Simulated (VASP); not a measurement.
# Ta2N (P-3m1) in VASP: further runs, part 3 of 3

VASP 6.6.1.

## Step 4: Single point, LDA (volume 12.264 Å^3 an atom, c/a of the conventional cell 1.6940)

File INCAR:

```
SYSTEM = Ta2N
  PREC = Accurate
  ENCUT = 520
  EDIFF = 1E-7
  ISMEAR = 0
  SIGMA = 0.15
  LREAL = .False.
  LASPH = .True.
  NELM = 100
  ALGO = Normal
  ISIF = 2
  LWAVE = .False.
  LCHARG = .False.
  NBANDS = 20
```

File KPOINTS:

```
regular mesh
0
Gamma
  18 18 10
  0 0 0
```

File POSCAR:

```
Ta2N
1.0
    2.9270925406      0.0000000000      0.0000000000
   -1.4635462703      2.5349364994      0.0000000000
    0.0000000000      0.0000000000      4.9584947638
Ta N
2 1
Direct
    0.6666666667      0.3333333333      0.7466885012
    0.3333333333      0.6666666667      0.2533114988
    0.0000000000      0.0000000000      0.0000000000
```

Potentials or basis: VASP PAW LDA potentials, release 64 (Ta_pv, N).

Started as:

```
cat potpaw_LDA.64/Ta_pv/POTCAR potpaw_LDA.64/N/POTCAR > POTCAR
mpirun -np 1 vasp_std > vasp.out
```

OUTCAR:

```text
SYSTEM = Ta2N
   PREC = Accurate
   ENCUT = 520
   EDIFF = 1E-7
   ISMEAR = 0
   LREAL = .False.
   LASPH = .True.
   NELM = 100
   ISIF = 2

 ion  position               nearest neighbor table
   1  0.667  0.333  0.747-   3 2.11   3 2.11   3 2.11   2 2.97   2 2.97   2 2.97   2 3.03   2 3.03
                             2 3.03
   2  0.333  0.667  0.253-   3 2.11   3 2.11   3 2.11   1 2.97   1 2.97   1 2.97   1 3.03   1 3.03
                             1 3.03
   3  0.000  0.000  0.000-   1 2.11   2 2.11   1 2.11   2 2.11   1 2.11   2 2.11

  LATTYP: Found a hexagonal cell.
 ALAT       =     2.9270925406
 C/A-ratio  =     1.6940000000

  Lattice vectors:

 A1 = (   2.9270925406,   0.0000000000,   0.0000000000)
 A2 = (  -1.4635462703,   2.5349364994,   0.0000000000)
 A3 = (   0.0000000000,   0.0000000000,   4.9584947638)

Analysis of symmetry for initial positions (statically):
=====================================================================
 Subroutine PRICEL returns:
 Original cell was already a primitive cell.

 Routine SETGRP: Setting up the symmetry group for a
 hexagonal supercell.

 Subroutine GETGRP returns: Found 12 space group operations
 (whereof 12 operations were pure point group operations)
 out of a pool of 24 trial point group operations.

The static configuration has the point symmetry D_3d.

Analysis of symmetry for dynamics (positions and initial velocities):
=====================================================================
 Subroutine PRICEL returns:
 Original cell was already a primitive cell.

 Routine SETGRP: Setting up the symmetry group for a
 hexagonal supercell.

 Subroutine GETGRP returns: Found 12 space group operations
 (whereof 12 operations were pure point group operations)
 out of a pool of 24 trial point group operations.

The dynamic configuration has the point symmetry D_3d.

 Subroutine INISYM returns: Found 12 space group operations
 (whereof 12 operations are pure point group operations),
 and found     1 'primitive' translations
[... 109 lines left out ...]
   NUPDOWN=      -1.0000    fix difference up-down
   EMIN   =  10.00;   EMAX   =-10.00  energy-range for DOS
   EFERMI =   0.00;   METHOD = LEGACY
   ISMEAR =     0;   SIGMA  =   0.15  broadening in eV -4-tet -1-fermi 0-gaus
   EFERMI_NEDOS =   21; number of points for ismear=-14 and -15
   IALGO  =     38    algorithm
   IMIX   =      4    mixing-type and parameters
     AMIX     =   0.40;   BMIX     =  1.00
     AMIX_MAG =   1.60;   BMIX_MAG =  1.00
  volume/ion in A,a.u.               =      12.26        82.76
  Fermi-wavevector in a.u.,A,eV,Ry     =   1.476652  2.790468 29.667537  2.180502
  Thomas-Fermi vector in A             =   2.591153
   LORBIT       =      0    0 simple, 1 ext, 2 COOP (PROOUT), +10 PAW based schemes
   GGA     = CA    functional components
   LHFCALC =     F    Hartree Fock is set to
   AEXX    =    0.0000 exact exchange contribution
   IVDW    =     0    specifies the selected vdW correction
   LEPSILON=     F    determine dielectric tensor
   LRPA    =     F    only Hartree local field effects (RPA)
 non-spin polarized calculation
 Gauss-broadening in eV      SIGMA  =   0.15
  energy-cutoff  :      520.00
  volume of cell :       36.79
 maximum number of plane-waves:      1026
 NGX is ok and might be reduce to    24
   NGX = 11   NGY = 11   NGZ = 19

 number of electron      27.0000004 magnetization

 Free energy of the ion-electron system (eV)
  ---------------------------------------------------
  ext. energy  EPLUGINS =         0.00000000
  ---------------------------------------------------
  free energy    TOTEN  =       -37.39442230 eV

  energy without entropy =      -37.38163517  energy(sigma->0) =      -37.38802874

 E-fermi :   8.2570     XC(G=0): -13.6010

 val. band max:        8.2448559457   @ k =   0.1111   0.1111   0.5000
 cond. band min:       8.2595549222   @ k =   0.0000   0.2222   0.2000
 fundamental gap:      0.0146989764
 Fermi energy:         8.2569792821

 k-point     1 :       0.0000    0.0000    0.0000
  band No.  band energies     occupation
      1     -27.1998      2.00000
      2     -26.0169      2.00000
      3     -26.0169      2.00000
      4     -25.9857      2.00000
      5     -25.9049      2.00000
      6     -25.9049      2.00000
[... 541 lines left out ...]
     19      13.6708      0.00000
     20      14.1434      0.00000

 [... further k-points ...]
[... 5 lines left out ...]
  --------------------------------------------------------------------------------------
  -------------------------------------------------------------------------------------
  Total        6.6072963      6.6072963      2.1282764      0.0000000      0.0000000      0.0000000
  in kB      287.7272331    287.7272331     92.6798277      0.0000000      0.0000000      0.0000000
  external PRESSURE =     222.7114313 kB  Pullay stress =       0.0000000 kB

 VOLUME and BASIS-vectors are now :
 -----------------------------------------------------------------------------
  energy-cutoff  :      520.00
  volume of cell :       36.79
      direct lattice vectors                 reciprocal lattice vectors
     2.927092541  0.000000000  0.000000000     0.341635936  0.197243600  0.000000000
    -1.463546270  2.534936499  0.000000000     0.000000000  0.394487199  0.000000000
     0.000000000  0.000000000  4.958494764     0.000000000  0.000000000  0.201674106

 POSITION                                       TOTAL-FORCE (eV/Angst)
 -----------------------------------------------------------------------------------
      1.46355      0.84498      3.70245        -0.000000      0.000000     -1.205066
     -0.00000      1.68996      1.25604         0.000000      0.000000      1.205066
      0.00000      0.00000      0.00000         0.000000      0.000000      0.000000
 -----------------------------------------------------------------------------------
    total drift:                                0.000000     -0.000000      0.000000

  FREE ENERGIE OF THE ION-ELECTRON SYSTEM (eV)
  ---------------------------------------------------
  free  energy   TOTEN  =       -37.3944223049 eV

  energy  without entropy=      -37.3816351711  energy(sigma->0) =      -37.38802874
```

OSZICAR:

```text
N       E                     dE             d eps       ncg     rms          rms(c)
DAV:   1     0.212637490732E+03    0.21264E+03   -0.15102E+04 13200   0.141E+03
DAV:   2    -0.315200484582E+02   -0.24416E+03   -0.23796E+03 15028   0.401E+02
DAV:   3    -0.406048543934E+02   -0.90848E+01   -0.89299E+01 16488   0.699E+01
DAV:   4    -0.407051848219E+02   -0.10033E+00   -0.99930E-01 16000   0.701E+00
DAV:   5    -0.407062565033E+02   -0.10717E-02   -0.10712E-02 16232   0.606E-01    0.321E+01
DAV:   6    -0.377660444129E+02    0.29402E+01   -0.15307E+01 15180   0.253E+01    0.153E+01
DAV:   7    -0.374610003408E+02    0.30504E+00   -0.17688E+00 14668   0.840E+00    0.765E+00
DAV:   8    -0.373985591579E+02    0.62441E-01   -0.21371E-01 15720   0.365E+00    0.380E-01
DAV:   9    -0.373950176110E+02    0.35415E-02   -0.24944E-02 15276   0.106E+00    0.215E-01
DAV:  10    -0.373945297913E+02    0.48782E-03   -0.38988E-03 15712   0.490E-01    0.707E-02
DAV:  11    -0.373944368271E+02    0.92964E-04   -0.91892E-04 14912   0.174E-01    0.297E-02
DAV:  12    -0.373944222538E+02    0.14573E-04   -0.68673E-05 14984   0.570E-02    0.751E-03
DAV:  13    -0.373944228555E+02   -0.60162E-06   -0.13039E-05 15532   0.199E-02    0.531E-03
DAV:  14    -0.373944223202E+02    0.53521E-06   -0.35909E-06 14900   0.115E-02    0.121E-03
DAV:  15    -0.373944223049E+02    0.15360E-07   -0.22623E-07 13448   0.315E-03
   1 F= -.37394422E+02 E0= -.37388029E+02  d E =-.127871E-01
```

stdout:

```text
POSCAR found type information on POSCAR TaN
 POSCAR found :  2 types and       3 ions
 scaLAPACK will be used
 LDA part: xc-table for (Slater(with rela. corr.)+CA(PZ))
 , standard interpolation
 POSCAR, INCAR and KPOINTS ok, starting setup
 FFT: planning ... GRIDC
 FFT: planning ... GRID_SOFT
 FFT: planning ... GRID
 WAVECAR not read
 entering main loop
```

It took 3.2 min on 1 thread of Intel Xeon 6975P-C, shared host; peak memory 0.32 GiB.

Results:

```yaml
Free_energy: -37.3944 eV
Pressure: 22.3 GPa
Largest_force: 1.205 eV/Å
```

Forces on the atoms (eV/Å):
```
Ta   0.000  0.000 -1.205
Ta   0.000  0.000  1.205
N    0.000  0.000  0.000
```

Caveat: spin-orbit coupling is left out, which moves the levels of the heavy elements; forces of over 1 eV/Å act on the atoms, so gaps and moduli don't describe the material at rest.

## Step 5: Single point, LDA (volume 12.264 Å^3 an atom, c/a of the conventional cell 1.4430)

File INCAR:

```
SYSTEM = Ta2N
PREC = Accurate
ENCUT = 520
EDIFF = 1E-6
ISMEAR = 0
SIGMA = 0.15
LREAL = .FALSE.
LASPH = .TRUE.
NELM = 80
ALGO = Normal
ISIF = 2
LWAVE = .FALSE.
LCHARG = .TRUE.
LELF = .TRUE.
LVHAR = .TRUE.
NBANDS = 20
```

File KPOINTS:

```
Automatic mesh
0
G
  18 18 10
  0 0 0
```

File POSCAR:

```
Ta2N
1.0
    3.0878211999      0.0000000000      0.0000000000
   -1.5439106000      2.6741316014      0.0000000000
    0.0000000000      0.0000000000      4.4557259914
Ta N
2 1
Direct
    0.6666666667      0.3333333333      0.7466885012
    0.3333333333      0.6666666667      0.2533114988
    0.0000000000      0.0000000000      0.0000000000
```

Started as:

```
cat potpaw_LDA.64/Ta_pv/POTCAR potpaw_LDA.64/N/POTCAR > POTCAR
mpirun -np 1 vasp_std > vasp.out
```

It used 120 s of CPU time on 1 thread of Intel Xeon 6975P-C, with other jobs on the host.

Results (log left out):

- Free energy: -37.3784 eV
- Pressure: 22.2 GPa
- Largest force: 0.191 eV/Å

Forces on the atoms (eV/Å):
```
Ta   0.000  0.000  0.191
Ta   0.000  0.000 -0.191
N    0.000  0.000  0.000
```

Stress tensor (GPa, compression positive):
```
14.52  0.00  0.00
 0.00 14.52  0.00
 0.00  0.00 37.58
```

Levels at points of the mesh, in eV from the Fermi level:
```csv
k point,band 9,band 10,band 11,band 12,band 13,band 14,band 15,band 16,band 17,band 18
"(0.00, 0.00, 0.00)",-6.85,-6.85,-4.40,-0.26,-0.26,-0.18,-0.18,0.15,0.47,1.42
"(0.50, 0.00, 0.00)",-6.98,-6.44,-4.99,-2.73,-1.26,1.55,3.11,4.07,4.38,4.48
"(0.00, 0.00, 0.50)",-7.13,-7.13,-2.35,-2.03,-1.66,-1.66,2.45,2.52,2.84,2.84
"(0.50, 0.00, 0.50)",-6.75,-6.56,-3.23,-2.06,-1.93,0.32,0.63,3.09,3.46,4.19
```

Caveat: spin-orbit coupling is left out, which moves the levels of the heavy elements.

## Step 6: Single point, LDA (volume 12.264 Å^3 an atom, c/a of the conventional cell 1.4821)

File INCAR:

```
  ALGO = Normal
  EDIFF = 1E-6
  ENCUT = 520
  ISIF = 2
  ISMEAR = 0
  LASPH = True
  LCHARG = False
  LREAL = False
  LWAVE = False
  NBANDS = 20
  NELM = 80
  PREC = Accurate
  SIGMA = 0.15
```

File KPOINTS:

```
k-points
0
Gamma
  18 18 10
```

File POSCAR:

```
Ta2N
1.0
    3.0604250815      0.0000000000      0.0000000000
   -1.5302125408      2.6504058669      0.0000000000
    0.0000000000      0.0000000000      4.5358560132
Ta N
2 1
Direct
    0.6666666667      0.3333333333      0.7466885012
    0.3333333333      0.6666666667      0.2533114988
    0.0000000000      0.0000000000      0.0000000000
```

Potentials or basis: VASP PAW LDA potentials, release 64 (Ta_pv, N).

Started as:

```
cat potpaw_LDA.64/Ta_pv/POTCAR potpaw_LDA.64/N/POTCAR > POTCAR
mpirun -np 1 vasp_std > vasp.out
```

OUTCAR:

```text
EDIFF = 1E-6
   ENCUT = 520
   ISIF = 2
   ISMEAR = 0
   LASPH = True
   LREAL = False
   NELM = 80
   PREC = Accurate

 ion  position               nearest neighbor table
   1  0.667  0.333  0.747-   3 2.11   3 2.11   3 2.11   2 2.85   2 2.85   2 2.85   2 2.90   2 2.90
                             2 2.90
   2  0.333  0.667  0.253-   3 2.11   3 2.11   3 2.11   1 2.85   1 2.85   1 2.85   1 2.90   1 2.90
                             1 2.90
   3  0.000  0.000  0.000-   1 2.11   2 2.11   2 2.11   1 2.11   1 2.11   2 2.11

  LATTYP: Found a hexagonal cell.
 ALAT       =     3.0604250815
 C/A-ratio  =     1.4821000000

  Lattice vectors:

 A1 = (   3.0604250815,   0.0000000000,   0.0000000000)
 A2 = (  -1.5302125408,   2.6504058669,   0.0000000000)
 A3 = (   0.0000000000,   0.0000000000,   4.5358560132)

Analysis of symmetry for initial positions (statically):
=====================================================================
 Subroutine PRICEL returns:
 Original cell was already a primitive cell.

 Routine SETGRP: Setting up the symmetry group for a
 hexagonal supercell.

[... 161 lines left out ...]
 Free energy of the ion-electron system (eV)
  ---------------------------------------------------
  ext. energy  EPLUGINS =         0.00000000
  ---------------------------------------------------
  free energy    TOTEN  =       -37.45584974 eV

  energy without entropy =      -37.44482939  energy(sigma->0) =      -37.45033957

 E-fermi :   8.2973     XC(G=0): -13.5958

 val. band max:        8.2875162734   @ k =   0.1667   0.0556   0.2000
 cond. band min:       8.3077178683   @ k =  -0.1667  -0.4444   0.3000
 fundamental gap:      0.0202015949
 Fermi energy:         8.2972651333

 k-point     1 :       0.0000    0.0000    0.0000
  band No.  band energies     occupation
      1     -27.2288      2.00000
      2     -26.2023      2.00000
      3     -26.2023      2.00000
      4     -25.9724      2.00000
      5     -25.9724      2.00000
      6     -25.7018      2.00000
[... 541 lines left out ...]
     19      13.5157      0.00000
     20      14.0200      0.00000

 [... further k-points ...]
[... 5 lines left out ...]
  --------------------------------------------------------------------------------------
  -------------------------------------------------------------------------------------
  Total        3.8835437      3.8835437      7.3050680     -0.0000000      0.0000000     -0.0000000
  in kB      169.1162658    169.1162658    318.1130250     -0.0000000      0.0000000     -0.0000000
  external PRESSURE =     218.7818522 kB  Pullay stress =       0.0000000 kB

 VOLUME and BASIS-vectors are now :
 -----------------------------------------------------------------------------
  energy-cutoff  :      520.00
  volume of cell :       36.79
      direct lattice vectors                 reciprocal lattice vectors
     3.060425082  0.000000000  0.000000000     0.326751995  0.188650352  0.000000000
    -1.530212541  2.650405867  0.000000000     0.000000000  0.377300704  0.000000000
     0.000000000  0.000000000  4.535856013     0.000000000  0.000000000  0.220465552

 POSITION                                       TOTAL-FORCE (eV/Angst)
 -----------------------------------------------------------------------------------
      1.53021      0.88347      3.38687         0.000000     -0.000000     -0.038341
     -0.00000      1.76694      1.14898         0.000000      0.000000      0.038341
      0.00000      0.00000      0.00000        -0.000000      0.000000      0.000000
 -----------------------------------------------------------------------------------
    total drift:                                0.000000     -0.000000      0.000000

  FREE ENERGIE OF THE ION-ELECTRON SYSTEM (eV)
  ---------------------------------------------------
  free  energy   TOTEN  =       -37.4558497410 eV

  energy  without entropy=      -37.4448293895  energy(sigma->0) =      -37.45033957
```

OSZICAR:

```text
N       E                     dE             d eps       ncg     rms          rms(c)
DAV:   1     0.212567479857E+03    0.21257E+03   -0.15140E+04 13208   0.141E+03
DAV:   2    -0.314880113360E+02   -0.24406E+03   -0.23772E+03 15036   0.400E+02
DAV:   3    -0.405541608269E+02   -0.90661E+01   -0.89138E+01 16560   0.702E+01
DAV:   4    -0.406536943629E+02   -0.99534E-01   -0.99212E-01 16052   0.696E+00
DAV:   5    -0.406545785071E+02   -0.88414E-03   -0.88374E-03 16220   0.578E-01    0.321E+01
DAV:   6    -0.378208991144E+02    0.28337E+01   -0.15086E+01 15088   0.251E+01    0.155E+01
DAV:   7    -0.375230237916E+02    0.29788E+00   -0.16555E+00 14664   0.806E+00    0.801E+00
DAV:   8    -0.374596937650E+02    0.63330E-01   -0.20368E-01 15936   0.360E+00    0.403E-01
DAV:   9    -0.374564088570E+02    0.32849E-02   -0.22811E-02 15532   0.997E-01    0.226E-01
DAV:  10    -0.374559611002E+02    0.44776E-03   -0.36403E-03 15772   0.487E-01    0.717E-02
DAV:  11    -0.374558573506E+02    0.10375E-03   -0.79754E-04 15112   0.169E-01    0.260E-02
DAV:  12    -0.374558499987E+02    0.73518E-05   -0.41638E-05 14952   0.474E-02    0.808E-03
DAV:  13    -0.374558500599E+02   -0.61199E-07   -0.10325E-05 15192   0.175E-02    0.435E-03
DAV:  14    -0.374558497410E+02    0.31898E-06   -0.17121E-06 10660   0.866E-03
   1 F= -.37455850E+02 E0= -.37450340E+02  d E =-.110204E-01
```

stdout:

```text
POSCAR found type information on POSCAR TaN
 POSCAR found :  2 types and       3 ions
 scaLAPACK will be used
 LDA part: xc-table for (Slater(with rela. corr.)+CA(PZ))
 , standard interpolation
 POSCAR, INCAR and KPOINTS ok, starting setup
 FFT: planning ... GRIDC
 FFT: planning ... GRID_SOFT
 FFT: planning ... GRID
 WAVECAR not read
 entering main loop
```

Wall time 3.1 min (1 thread of Intel Xeon 6975P-C, shared host); peak memory 0.32 GiB.

Results:

```yaml
Free_energy: -37.4558 eV
Pressure: 21.9 GPa
Largest_force: 0.038 eV/Å
```

Forces in eV/Å, atoms in the order of the input:
```
Ta   0.000  0.000 -0.038
Ta   0.000  0.000  0.038
N    0.000  0.000  0.000
```

Stress tensor (GPa, compression positive):
```
16.91  0.00  0.00
 0.00 16.91  0.00
 0.00  0.00 31.81
```

Caveat: spin-orbit coupling is left out, which moves the levels of the heavy elements.

## Step 7: Overview

```csv
cell,gap on the mesh (eV),pressure (GPa),largest force (eV/Å)
"a = 2.980, b = 2.980, c = 4.785 Å, angles 90.0, 90.0, 120.0°, 3 atoms",none,21.6,0.75
"a = 3.033, b = 3.033, c = 4.618 Å, angles 90.0, 90.0, 120.0°, 3 atoms",none,21.7,0.26
"a = 2.927, b = 2.927, c = 4.958 Å, angles 90.0, 90.0, 120.0°, 3 atoms",none,22.3,1.21
"a = 3.088, b = 3.088, c = 4.456 Å, angles 90.0, 90.0, 120.0°, 3 atoms",none,22.2,0.19
"a = 3.060, b = 3.060, c = 4.536 Å, angles 90.0, 90.0, 120.0°, 3 atoms",none,21.9,0.04
```

Alike in all rows: task single point; level LDA; potentials or basis VASP PAW LDA potentials, release 64 (Ta_pv, N); no spin polarisation; k mesh 18 × 18 × 10; cutoff (eV) 520; smearing gaussian 0.15 eV.

Caveats: spin-orbit coupling is left out, which moves the levels of the heavy elements; forces of over 1 eV/Å act on the atoms, so gaps and moduli don't describe the material at rest (some runs).

Absolute energies hang on the potentials; compare differences alone.
